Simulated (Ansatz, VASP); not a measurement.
# One calculation of CuO, two programs

The input INCAR:

```
SYSTEM = CuO
PREC = Accurate
ENCUT = 520
EDIFF = 1E-6
ISMEAR = 0
SIGMA = 0.1
LREAL = .FALSE.
LASPH = .TRUE.
NELM = 150
ALGO = Normal
ISIF = 2
LWAVE = .FALSE.
LCHARG = .FALSE.
ISPIN = 2
MAGMOM = 1 1 0 0
LORBIT = 11
LMAXMIX = 4
GGA = PE
NBANDS = 29
```

Contents of KPOINTS:

```
regular mesh
0
G
  6 6 4
  0 0 0
```

Contents of POSCAR:

```
CuO
1.0
    1.9909680000     -2.1535500000      0.0000000000
    1.9909680000      2.1535500000      0.0000000000
    0.0000000000      0.0000000000      5.1559280000
Cu O
2 2
Direct
    0.0000000000      0.5000000000      0.0000000000
    0.5000000000      0.0000000000      0.5000000000
    0.5000000000      0.5000000000      0.2500000000
    0.5000000000      0.5000000000      0.7500000000
```

Input for Ansatz:

```yaml
crystal:
  lattice:
    - [1.990968, -2.15355, 0.0]
    - [1.990968, 2.15355, 0.0]
    - [0.0, 0.0, 5.155928]
  atoms:
    - { symbol: Cu, position: [0.0, 0.5, 0.0], spin: 1.0 }
    - { symbol: Cu, position: [0.5, 0.0, 0.5], spin: 1.0 }
    - { symbol: O, position: [0.5, 0.5, 0.25] }
    - { symbol: O, position: [0.5, 0.5, 0.75] }
basis:
  ecutwfc: 420
kpoints:
  mp_grid: { grid: [6, 6, 4] }
hamiltonian:
  xc: pbe
scf:
  occupations: { method: gaussian, width: 0.1 }
output:
  forces: true
  stress: true
  eigenvalues: true
  populations: true
magnetization:
  spin_polarized: true
```

Alike in both runs: task single point; functional PBE; k mesh 6 × 6 × 4; occupations gaussian, width 0.1 eV; collinear spin.

|  | VASP | Ansatz |
| --- | --- | --- |
| version | VASP 6.6.1 | Ansatz 0.2.0 |
| potentials or method | VASP PAW PBE potentials, release 64 (Cu, O), cutoff 520 eV | scalar-relativistic, plane waves, PAW |
| valence electrons in the cell | 34 | 50 |

|  | VASP | Ansatz | Ansatz less VASP |
| --- | --- | --- | --- |
| gap on the k mesh at the Fermi level (eV) | none | none | - |
| pressure (GPa) | 2.2 | 1.4 | -0.81 |
| traceless stress, the component that is largest in VASP (GPa) | -0.55 | -0.50 | +0.043 |
| net moment per atom (μB) | 0.00 | 0.00 | -0.001 |

A gap of «none» marks a metal or a gap that the smearing closes. The functional is the same, so the differences come from potentials, cutoffs and numerics. VASP's potentials hold 34 valence electrons a cell and Ansatz's 50, so a difference there can come from the potentials and not from the codes. Ansatz's warnings: seeded moment not kept.
